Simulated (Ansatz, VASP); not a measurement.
## Two plane-wave programs on Pd

```
Pd
1.0
     0.00000    2.80582    2.80582
     2.80582    0.00000    2.80582
     2.80582    2.80582    0.00000
Pd
2
Direct
  0.12500 0.12500 0.12500
  0.87500 0.87500 0.87500
```

Alike in both runs: task single point; functional PBEsol; k mesh 11 × 11 × 11; occupations fermi-dirac, width 0.1 eV; no spin polarisation.

|  | VASP | Ansatz |
| --- | --- | --- |
| version | VASP 6.6.1 | Ansatz 0.2.0 |
| potentials or method | VASP PAW PBE potentials, release 64 (Pd), cutoff 520 eV | plane waves (420 eV) with PAW, scalar-relativistic |
| valence electrons in the cell | 20 | 36 |

|  | VASP | Ansatz | Ansatz less VASP |
| --- | --- | --- | --- |
| pressure (GPa) | 3.2 | 3.7 | +0.55 |

VASP's potentials were made for PBE, not for PBEsol, and Ansatz warns of the same on its side. With one functional, cell and mesh, what is left measures potentials, basis and numerics. VASP's potentials hold 20 valence electrons a cell and Ansatz's 36, so a difference there can come from the potentials and not from the codes.
